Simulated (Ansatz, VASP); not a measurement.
**LaTe4: VASP beside Ansatz**

```
CELL_PARAMETERS angstrom
0.00000 4.55773 4.55773
4.55773 0.00000 4.55773
4.55773 4.55773 0.00000
ATOMIC_POSITIONS crystal
La 0.50000 0.50000 0.50000
Te 0.87491 0.37527 0.87491
Te 0.87491 0.87491 0.87491
Te 0.37527 0.87491 0.87491
Te 0.87491 0.87491 0.37527
```

Alike in both runs: functional PBE; k mesh 8 × 8 × 8; occupations gaussian, width 0.1 eV; no spin polarisation.

Ansatz relaxed the structure, and its values are those at the end. VASP's run is a single point on that final structure, the one shown.

```csv
,VASP,Ansatz
version,VASP 6.6.1,Ansatz 0.2.0
potentials or method,"VASP PAW PBE potentials, release 64 (La, Te), cutoff 520 eV","scalar-relativistic, plane waves, PAW"
valence electrons in the cell,35,75
```

```tsv
	VASP	Ansatz	Ansatz less VASP
gap on the k mesh at the Fermi level (eV)	none	none	-
pressure (GPa)	0.0	0.0	+0.04
```

A gap of «none» marks a metal or a gap that the smearing closes. With one functional, cell and mesh, what is left measures potentials, basis and numerics. VASP's potentials hold 35 valence electrons a cell and Ansatz's 75, so a difference there can come from the potentials and not from the codes.

Neither program's run includes spin-orbit coupling.
